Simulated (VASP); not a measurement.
MgO, 8 atoms in the cell. The typed cell holds 8 atoms: a = 3.456 Å, b = 4.233 Å, c = 6.104 Å, α = 87.76°, β = 90.14°, γ = 88.52°. 

| Property | Result |
| --- | --- |
| Program | VASP 6.6.1 |
| Task | relaxation of cell and atoms |
| Functional | PBE |
| Potentials or basis | VASP PAW PBE potentials, release 64 (Mg, O) |
| Cutoff | 600 eV |
| k mesh | 4 × 4 × 2 |
| Occupations | gaussian, width 0.1 eV |
| Spin | no spin polarisation |
| Dipole correction | no |
| Further INCAR settings | ALGO = Normal; EDIFF = 1e-06; IBRION = 2; EDIFFG = -0.025; NSW = 80; ISIF = 3 |

Potentials or basis: VASP PAW PBE potentials, release 64 (Mg, O).

Command:

```bash
$ cat potpaw_PBE.64/Mg/POTCAR potpaw_PBE.64/O/POTCAR > POTCAR
$ mpirun -np 1 vasp_std > vasp.out
```

Hardware: 1 thread of Intel(R) Xeon(R) 6975P-C (Granite Rapids), on a shared host.

Task: Estimate the wall time of this run.

Result: Wall time 4.2 min on 1 thread of Intel(R) Xeon(R) 6975P-C (Granite Rapids), with other jobs on the host, peak memory 0.24 GiB. Counts: scf iterations 114, k points 20, ion steps 16.
